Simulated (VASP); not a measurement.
A run of VASP 6.6.1:

INCAR

```
ALGO = Normal
EDIFF = 1E-6
ENCUT = 520
GGA = PE
ISIF = 2
ISMEAR = 0
LASPH = T
LCHARG = F
LREAL = F
LWAVE = F
NBANDS = 60
NELM = 80
PREC = Accurate
SIGMA = 0.05
```

KPOINTS

```
k-points
0
Gamma
  1 1 5
```

File POSCAR:

```
Ga5Sb5H4
1.0
   20.6000000000      0.0000000000      0.0000000000
    0.0000000000     10.0000000000      0.0000000000
    0.0000000000      0.0000000000      7.2710018921
Ga Sb H
5 5 4
Direct
    0.6418321575      0.4358575667      0.3412371183
    0.5000000000      0.6640219023      0.3274100717
    0.5931618705      0.5982317325      0.8258487596
    0.3581678425      0.4358575667      0.3412371183
    0.4068381295      0.5982317325      0.8258487596
    0.6158034431      0.6624663898      0.1726113996
    0.6936912552      0.4765496238      0.6649032514
    0.3841965569      0.6624663898      0.1726113996
    0.5000000000      0.7412915304      0.6734170377
    0.3063087448      0.4765496238      0.6649032514
    0.6362342021      0.2956583679      0.2437392835
    0.3637657979      0.2956583679      0.2437392835
    0.6715772159      0.3248575964      0.7601503152
    0.3284227841      0.3248575964      0.7601503152
```

Potentials or basis: VASP PAW PBE potentials, release 64 (Ga_d, Sb, H).

Command:

```console
$ cat potpaw_PBE.64/Ga_d/POTCAR potpaw_PBE.64/Sb/POTCAR potpaw_PBE.64/H/POTCAR > POTCAR
$ mpirun -np 1 vasp_std > vasp.out
```

Hardware: 1 thread of Intel(R) Xeon(R) Platinum 8488C (Sapphire Rapids), on a shared host.

Task: How long does it take, and how much memory?

Result: It took 9.2 min on 1 thread of Intel(R) Xeon(R) Platinum 8488C (Sapphire Rapids) (shared host), peak memory 1.3 GiB. Counts: scf iterations 23, k points 3.
